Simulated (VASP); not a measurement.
# Ir (Fd-3m) in VASP: notebook

Ir is run at these levels: PBE; tasks: single point.

All numbers are computed with VASP 6.6.1; they aren't measurements. Logs are shortened: lines on timing, memory, paths and dates and some standing lists are left out, and cuts for length are marked.

## (1) The cell of the first run

Symmetry: Fd-3m, No. 227, cubic system. Conventional cell: a = 5.567 Å, b = 5.567 Å, c = 5.567 Å, α = 90.00°, β = 90.00°, γ = 90.00°. Ir (site symmetry -43m) has 4 Ir at 2.41 Å within 3.2 Å.

This isn't the form of Ir at room conditions, which is fcc.

## (2) Single point, PBE

INCAR

```
ALGO = Normal
EDIFF = 1E-6
ENCUT = 520
GGA = PE
ISIF = 2
ISMEAR = -1
LASPH = T
LCHARG = T
LELF = T
LREAL = F
LVHAR = T
LWAVE = F
NBANDS = 16
NELM = 60
PREC = Accurate
SIGMA = 0.05
```

KPOINTS

```
k-points
0
Gamma
  14 14 14
```

POSCAR

```
Ir
1.0
    0.0000000000      2.7836723155      2.7836723155
    2.7836723155      0.0000000000      2.7836723155
    2.7836723155      2.7836723155      0.0000000000
Ir
2
Direct
   -0.1250000000     -0.1250000000     -0.1250000000
    0.1250000000      0.1250000000      0.1250000000
```

Potentials or basis: VASP PAW PBE potentials, release 64 (Ir).

Run with:

```console
> cat potpaw_PBE.64/Ir/POTCAR > POTCAR
> mpirun -np 1 vasp_std > vasp.out
```

OUTCAR:

```text
EDIFF = 1E-6
   ENCUT = 520
   GGA = PE
   ISIF = 2
   ISMEAR = -1
   LASPH = T
   LREAL = F
   NELM = 60
   PREC = Accurate

 ion  position               nearest neighbor table
   1  0.875  0.875  0.875-   2 2.41   2 2.41   2 2.41   2 2.41
   2  0.125  0.125  0.125-   1 2.41   1 2.41   1 2.41   1 2.41

  LATTYP: Found a face centered cubic cell.
 ALAT       =     5.5673446310

  Lattice vectors:

 A1 = (   0.0000000000,   2.7836723155,   2.7836723155)
 A2 = (   2.7836723155,   0.0000000000,   2.7836723155)
 A3 = (   2.7836723155,   2.7836723155,   0.0000000000)

Analysis of symmetry for initial positions (statically):
=====================================================================
 Subroutine PRICEL returns:
 Original cell was already a primitive cell.

 Routine SETGRP: Setting up the symmetry group for a
 face centered cubic supercell.

 Subroutine GETGRP returns: Found 48 space group operations
 (whereof 12 operations were pure point group operations)
 out of a pool of 48 trial point group operations.

The static configuration has the point symmetry D_3d.
 The point group associated with its full space group is O_h .

Analysis of symmetry for dynamics (positions and initial velocities):
=====================================================================
 Subroutine PRICEL returns:
 Original cell was already a primitive cell.

 Routine SETGRP: Setting up the symmetry group for a
 face centered cubic supercell.

 Subroutine GETGRP returns: Found 48 space group operations
 (whereof 12 operations were pure point group operations)
 out of a pool of 48 trial point group operations.

The dynamic configuration has the point symmetry D_3d.
 The point group associated with its full space group is O_h .

 Subroutine INISYM returns: Found 48 space group operations
 (whereof 12 operations are pure point group operations),
 and found     1 'primitive' translations

----------------------------------------------------------------------------------------

                                     Primitive cell

  volume of cell :      43.1404

  direct lattice vectors                    reciprocal lattice vectors
     0.000000000  2.783672316  2.783672316    -0.179618843  0.179618843  0.179618843
     2.783672316  0.000000000  2.783672316     0.179618843 -0.179618843  0.179618843
     2.783672316  2.783672316  0.000000000     0.179618843  0.179618843 -0.179618843

  length of vectors
     3.936707142  3.936707142  3.936707142     0.311108962  0.311108962  0.311108962

  position of ions in fractional coordinates (direct lattice)
     0.875000000  0.875000000  0.875000000
     0.125000000  0.125000000  0.125000000

  ion indices of the primitive-cell ions
   primitive index   ion index
                 1           1
                 2           2

----------------------------------------------------------------------------------------

 KPOINTS: k-points

Automatic generation of k-mesh.
 Grid dimensions read from file:
 generate k-points for:   14   14   14

 Generating k-lattice:

  Cartesian coordinates                     Fractional coordinates (reciprocal lattice)
    -0.012829917  0.012829917  0.012829917     0.071428571  0.000000000  0.000000000
     0.012829917 -0.012829917  0.012829917     0.000000000  0.071428571  0.000000000
     0.012829917  0.012829917 -0.012829917     0.000000000  0.000000000  0.071428571

  Length of vectors
     0.022222069  0.022222069  0.022222069

  Shift w.r.t. Gamma in fractional coordinates (k-lattice)
     0.000000000  0.000000000  0.000000000

 Subroutine IBZKPT returns following result:
 ===========================================

 Found    104 irreducible k-points:

 Following reciprocal coordinates:
            Coordinates               Weight
  0.000000  0.000000  0.000000      1.000000
  0.071429  0.000000  0.000000      8.000000
  0.142857  0.000000  0.000000      8.000000
  0.214286  0.000000  0.000000      8.000000
  0.285714  0.000000  0.000000      8.000000
  0.357143  0.000000  0.000000      8.000000
[... 16 lines left out ...]
  0.214286  0.142857  0.000000     24.000000
  0.285714  0.142857  0.000000     24.000000
 [... further k-points ...]
   k-points           NKPTS =    104   k-points in BZ     NKDIM =    104   number of bands    NBANDS=     16
   number of dos      NEDOS =    301   number of ions     NIONS =      2
   total plane-waves  NPLWV =  27000
   dimension x,y,z NGX =    30 NGY =   30 NGZ =   30
   dimension x,y,z NGXF=    60 NGYF=   60 NGZF=   60
   ions per type =               2
   NGX,Y,Z   is equivalent  to a cutoff of  12.67, 12.67, 12.67 a.u.
   NGXF,Y,Z  is equivalent  to a cutoff of  25.34, 25.34, 25.34 a.u.
 SYSTEM =  unknown system
   PREC   = accura    normal or accurate (medium, high low for compatibility)
   ISTART =      0    job   : 0-new  1-cont  2-samecut
   ICHARG =      2    charge: 1-file 2-atom 10-const
   ISPIN  =      1    spin polarized calculation?
   LNONCOLLINEAR =      F non collinear calculations
   LSORBIT =      F    spin-orbit coupling
   LASPH  =      T    aspherical Exc in radial PAW
   ENCUT  =  520.0 eV  38.22 Ry    6.18 a.u.   7.32  7.32  7.32*2*pi/ulx,y,z
   NELM   =     60;   NELMIN=  2; NELMDL= -5     # of ELM steps
   EDIFF  = 0.1E-05   stopping-criterion for ELM
   LREAL  =      F    real-space projection
   EDIFFG = 0.1E-04   stopping-criterion for IOM
   NSW    =      0    number of steps for IOM
   IBRION =     -1    ionic relax: 0-MD 1-quasi-New 2-CG
   NFREE  =      0    steps in history (QN), initial steepest desc. (CG)
   ISIF   =      2    stress and relaxation
   ISYM   =      2    0-nonsym 1-usesym 2-fastsym
   POTIM  = 0.5000    time-step for ionic-motion
   TEBEG  =    0.0;   TEEND  =   0.0 temperature during run
   PSTRESS=    0.0 pullay stress
   NELECT =      18.0000    total number of electrons
   NUPDOWN=      -1.0000    fix difference up-down
   EMIN   =  10.00;   EMAX   =-10.00  energy-range for DOS
   EFERMI =   0.00;   METHOD = LEGACY
   ISMEAR =    -1;   SIGMA  =   0.05  broadening in eV -4-tet -1-fermi 0-gaus
   EFERMI_NEDOS =   21; number of points for ismear=-14 and -15
   IALGO  =     38    algorithm
   IMIX   =      4    mixing-type and parameters
     AMIX     =   0.40;   BMIX     =  1.00
     AMIX_MAG =   1.60;   BMIX_MAG =  1.00
  volume/ion in A,a.u.               =      21.57       145.56
  Fermi-wavevector in a.u.,A,eV,Ry     =   1.223313  2.311726 20.361043  1.496494
  Thomas-Fermi vector in A             =   2.358428
   LORBIT       =      0    0 simple, 1 ext, 2 COOP (PROOUT), +10 PAW based schemes
   GGA     = PE    functional components
   LHFCALC =     F    Hartree Fock is set to
   AEXX    =    0.0000 exact exchange contribution
   IVDW    =     0    specifies the selected vdW correction
   LEPSILON=     F    determine dielectric tensor
   LRPA    =     F    only Hartree local field effects (RPA)
 non-spin polarized calculation
  energy-cutoff  :      520.00
  volume of cell :       43.14
 maximum number of plane-waves:      1211
 NGX is ok and might be reduce to    30
   NGX = 15   NGY = 15   NGZ = 15

 number of electron      18.0000001 magnetization

 Free energy of the ion-electron system (eV)
  ---------------------------------------------------
  ext. energy  EPLUGINS =         0.00000000
  ---------------------------------------------------
  free energy    TOTEN  =       -15.71283697 eV

  energy without entropy =      -15.69362141  energy(sigma->0) =      -15.70322919

 E-fermi :   5.1817     XC(G=0): -11.1643

 val. band max:        5.1749791403   @ k =   0.2143   0.2143   0.0000
 cond. band min:       5.1924751051   @ k =   0.5000   0.3571   0.0714
 fundamental gap:      0.0174959648
 Fermi energy:         5.1816754857

 k-point     1 :       0.0000    0.0000    0.0000
  band No.  band energies     occupation
      1      -2.7823      2.00000
      2       0.1520      2.00000
      3       0.1520      2.00000
      4       0.5366      2.00000
      5       0.5366      2.00000
      6       0.5366      2.00000
[... 8 lines left out ...]
     15      17.6339      0.00000
     16      17.6339      0.00000

 k-point     2 :       0.0714    0.0000    0.0000
  band No.  band energies     occupation
      1      -2.6941      2.00000
      2       0.0795      2.00000
      3       0.0795      2.00000
      4       0.5264      2.00000
      5       0.6424      2.00000
      6       0.6424      2.00000
[... 8 lines left out ...]
     15      17.3053      0.00000
     16      17.3053      0.00000

 k-point     3 :       0.1429    0.0000    0.0000
  band No.  band energies     occupation
      1      -2.4381      2.00000
      2      -0.0204      2.00000
      3      -0.0204      2.00000
      4       0.4991      2.00000
      5       0.8242      2.00000
      6       0.8242      2.00000
[... 8 lines left out ...]
     15      16.5410      0.00000
     16      17.4217      0.00000

 k-point     4 :       0.2143    0.0000    0.0000
  band No.  band energies     occupation
      1      -2.0428      2.00000
      2      -0.0676      2.00000
      3      -0.0676      2.00000
      4       0.4620      2.00000
      5       0.9541      2.00000
      6       0.9541      2.00000
[... 8 lines left out ...]
     15      15.7125      0.00000
     16      18.0363      0.00000
[... 324 lines left out ...]
 k-point    22 :       0.1429    0.1429    0.0000
  band No.  band energies     occupation
      1      -2.3151      2.00000
      2      -0.3236      2.00000
      3       0.3860      2.00000
      4       0.5207      2.00000
      5       0.5207      2.00000
      6       1.1122      2.00000
[... 8 lines left out ...]
     15      15.9964      0.00000
     16      16.0699      0.00000

 k-point    23 :       0.2143    0.1429    0.0000
  band No.  band energies     occupation
      1      -2.0105      2.00000
      2      -0.4243      2.00000
      3       0.3815      2.00000
      4       0.4894      2.00000
      5       0.6354      2.00000
      6       1.2923      2.00000
[... 8 lines left out ...]
     15      15.3642      0.00000
     16      16.4121      0.00000

 k-point    24 :       0.2857    0.1429    0.0000
  band No.  band energies     occupation
      1      -1.5869      2.00000
      2      -0.4608      2.00000
      3       0.3669      2.00000
      4       0.4162      2.00000
      5       0.7358      2.00000
      6       1.4135      2.00000
[... 8 lines left out ...]
     15      15.1460      0.00000
     16      17.2604      0.00000

 [... further k-points ...]
[... 5 lines left out ...]
  --------------------------------------------------------------------------------------
  -------------------------------------------------------------------------------------
  Total       -0.0973748     -0.0973748     -0.0973748     -0.0000000      0.0000000      0.0000000
  in kB       -3.6163699     -3.6163699     -3.6163699     -0.0000000      0.0000000      0.0000000
  external PRESSURE =      -3.6163699 kB  Pullay stress =       0.0000000 kB

 VOLUME and BASIS-vectors are now :
 -----------------------------------------------------------------------------
  energy-cutoff  :      520.00
  volume of cell :       43.14
      direct lattice vectors                 reciprocal lattice vectors
     0.000000000  2.783672316  2.783672316    -0.179618843  0.179618843  0.179618843
     2.783672316  0.000000000  2.783672316     0.179618843 -0.179618843  0.179618843
     2.783672316  2.783672316  0.000000000     0.179618843  0.179618843 -0.179618843

 POSITION                                       TOTAL-FORCE (eV/Angst)
 -----------------------------------------------------------------------------------
      4.87143      4.87143      4.87143        -0.000000      0.000000     -0.000000
      0.69592      0.69592      0.69592         0.000000     -0.000000      0.000000
 -----------------------------------------------------------------------------------
    total drift:                               -0.000000      0.000000      0.000000

  FREE ENERGIE OF THE ION-ELECTRON SYSTEM (eV)
  ---------------------------------------------------
  free  energy   TOTEN  =       -15.7128369711 eV

  energy  without entropy=      -15.6936214123  energy(sigma->0) =      -15.70322919
```

It took 1.9 min on 1 thread of AMD EPYC 7R13, shared host; peak memory 0.18 GiB.

What came out:

```yaml
Free_energy: -15.7128 eV
Pressure: -0.4 GPa
Band_gap_on_the_k_mesh: zero (bands 9 and 10 overlap by 1.54 eV)
```

Levels at points of the mesh, in eV from the Fermi level:
```tsv
k point	band 5	band 6	band 7	band 8	band 9	band 10	band 11	band 12	band 13	band 14
(0.00, 0.00, 0.00)	-4.65	-4.65	-1.74	-1.74	-1.74	0.77	0.77	10.86	10.94	12.45
(0.50, 0.00, 0.00)	-4.66	-4.66	-1.92	-1.00	-1.00	0.24	0.24	1.44	8.71	8.71
(0.50, 0.50, 0.00)	-3.65	-3.65	-2.45	-2.45	0.57	0.57	1.96	1.96	3.76	3.76
```

Caveat: spin-orbit coupling is left out, which moves the levels of the heavy elements.

## (3) Single point, PBE (21.57 Å³/atom)

INCAR

```
SYSTEM = Ir
PREC = Accurate
ENCUT = 520
EDIFF = 1E-6
ISMEAR = -1
SIGMA = 0.05
LREAL = .False.
LASPH = .True.
NELM = 80
ALGO = Normal
ISIF = 2
LWAVE = .False.
LCHARG = .True.
GGA = PE
LELF = .True.
LVHAR = .True.
NBANDS = 16
```

KPOINTS

```
regular mesh
0
Gamma
  14 14 14
  0 0 0
```

POSCAR is that of step 2.

Potentials or basis: VASP PAW PBE potentials, release 64 (Ir).

Run with:

```console
> cat potpaw_PBE.64/Ir/POTCAR > POTCAR
> mpirun -np 1 vasp_std > vasp.out
```

OUTCAR:

```text
SYSTEM = Ir
   PREC = Accurate
   ENCUT = 520
   EDIFF = 1E-6
   ISMEAR = -1
   LREAL = .False.
   LASPH = .True.
   NELM = 80
   ISIF = 2
   GGA = PE

 ion  position               nearest neighbor table
   1  0.875  0.875  0.875-   2 2.41   2 2.41   2 2.41   2 2.41
   2  0.125  0.125  0.125-   1 2.41   1 2.41   1 2.41   1 2.41

  LATTYP: Found a face centered cubic cell.
 ALAT       =     5.5673446310

  Lattice vectors:

 A1 = (   0.0000000000,   2.7836723155,   2.7836723155)
 A2 = (   2.7836723155,   0.0000000000,   2.7836723155)
 A3 = (   2.7836723155,   2.7836723155,   0.0000000000)

Analysis of symmetry for initial positions (statically):
=====================================================================
 Subroutine PRICEL returns:
 Original cell was already a primitive cell.

 Routine SETGRP: Setting up the symmetry group for a
 face centered cubic supercell.

 Subroutine GETGRP returns: Found 48 space group operations
 (whereof 12 operations were pure point group operations)
 out of a pool of 48 trial point group operations.
[... 158 lines left out ...]
  ---------------------------------------------------
  ext. energy  EPLUGINS =         0.00000000
  ---------------------------------------------------
  free energy    TOTEN  =       -15.71283697 eV

  energy without entropy =      -15.69362141  energy(sigma->0) =      -15.70322919

 E-fermi :   5.1817     XC(G=0): -11.1643

 val. band max:        5.1749791403   @ k =   0.2143   0.2143   0.0000
 cond. band min:       5.1924751051   @ k =   0.5000   0.3571   0.0714
 fundamental gap:      0.0174959648
 Fermi energy:         5.1816754857

 k-point     1 :       0.0000    0.0000    0.0000
  band No.  band energies     occupation
      1      -2.7823      2.00000
      2       0.1520      2.00000
      3       0.1520      2.00000
      4       0.5366      2.00000
      5       0.5366      2.00000
      6       0.5366      2.00000
[... 433 lines left out ...]
      3       0.3669      2.00000
      4       0.4162      2.00000
      5       0.7358      2.00000
      6       1.4135      2.00000
[... 8 lines left out ...]
     15      15.1460      0.00000
     16      17.2604      0.00000

 [... further k-points ...]
[... 5 lines left out ...]
  --------------------------------------------------------------------------------------
  -------------------------------------------------------------------------------------
  Total       -0.0973748     -0.0973748     -0.0973748     -0.0000000      0.0000000      0.0000000
  in kB       -3.6163699     -3.6163699     -3.6163699     -0.0000000      0.0000000      0.0000000
  external PRESSURE =      -3.6163699 kB  Pullay stress =       0.0000000 kB

 VOLUME and BASIS-vectors are now :
 -----------------------------------------------------------------------------
  energy-cutoff  :      520.00
  volume of cell :       43.14
      direct lattice vectors                 reciprocal lattice vectors
     0.000000000  2.783672316  2.783672316    -0.179618843  0.179618843  0.179618843
     2.783672316  0.000000000  2.783672316     0.179618843 -0.179618843  0.179618843
     2.783672316  2.783672316  0.000000000     0.179618843  0.179618843 -0.179618843

 POSITION                                       TOTAL-FORCE (eV/Angst)
 -----------------------------------------------------------------------------------
      4.87143      4.87143      4.87143        -0.000000      0.000000     -0.000000
      0.69592      0.69592      0.69592         0.000000     -0.000000      0.000000
 -----------------------------------------------------------------------------------
    total drift:                               -0.000000      0.000000      0.000000

  FREE ENERGIE OF THE ION-ELECTRON SYSTEM (eV)
  ---------------------------------------------------
  free  energy   TOTEN  =       -15.7128369711 eV

  energy  without entropy=      -15.6936214123  energy(sigma->0) =      -15.70322919
```

stdout:

```text
POSCAR found type information on POSCAR Ir
 POSCAR found :  1 types and       2 ions
 scaLAPACK will be used
 LDA part: xc-table for (Slater+PW92), standard interpolation
 POSCAR, INCAR and KPOINTS ok, starting setup
 FFT: planning ... GRIDC
 FFT: planning ... GRID_SOFT
 FFT: planning ... GRID
 WAVECAR not read
 entering main loop
```

Wall time 1.7 min (1 thread of AMD EPYC 7R13, shared host); peak memory 0.18 GiB.

Results:

```
Free energy            : -15.7128 eV
Pressure               : -0.4 GPa
Band gap on the k mesh : zero (bands 9 and 10 overlap by 1.54 eV)
```

Levels at points of the mesh, in eV from the Fermi level:
```tsv
k point	band 5	band 6	band 7	band 8	band 9	band 10	band 11	band 12	band 13	band 14
(0.00, 0.00, 0.00)	-4.65	-4.65	-1.74	-1.74	-1.74	0.77	0.77	10.86	10.94	12.45
(0.50, 0.00, 0.00)	-4.66	-4.66	-1.92	-1.00	-1.00	0.24	0.24	1.44	8.71	8.71
(0.50, 0.50, 0.00)	-3.65	-3.65	-2.45	-2.45	0.57	0.57	1.96	1.96	3.76	3.76
```

Caveat: spin-orbit coupling is left out, which moves the levels of the heavy elements.
